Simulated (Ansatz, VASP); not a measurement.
# Si2W in VASP and in Ansatz

```
CELL_PARAMETERS angstrom
-1.59522 1.59522 3.91356
1.59522 -1.59522 3.91356
1.59522 1.59522 -3.91356
ATOMIC_POSITIONS crystal
Si 0.33300 0.33300 0.00000
Si 0.66700 0.66700 0.00000
W 0.00000 0.00000 0.00000
```

Change from the starting cell: volume scaled by 0.98, crystal datasets.

Alike in both runs: task electric field gradients; functional PBEsol; k mesh 18 × 18 × 18; occupations fermi-dirac, width 0.03 eV; no spin polarisation.

|  | VASP | Ansatz |
| --- | --- | --- |
| version | VASP 6.6.1 | Ansatz 0.2.0 |
| potentials or method | VASP PAW PBE potentials, release 64 (Si, W_sv), cutoff 520 eV | all-electron PAW with datasets made for the crystal, scalar-relativistic |

Ansatz gave:

```
pressure (GPa)                                                : 1.1
traceless stress, the component that is largest in VASP (GPa) : -1.47
rms of the force components (eV/Å)                            : 0.113
size of Vzz on the site where it differs most (V/Å²)          : 151.3
```

**Question.** What did VASP give for the same quantities?

**Answer.** Pressure (GPa): 1.5; traceless stress, the component that is largest in VASP (GPa): -1.48; rms of the force components (eV/Å): 0.110; size of Vzz on the site where it differs most (V/Å²): 131.6.

VASP's potentials were made for PBE, not for PBEsol. Atom by atom the forces differ by 0.003 eV/Å (rms over components). Ansatz ran all-electron here, and VASP with PAW potentials.

Neither program's run includes spin-orbit coupling.
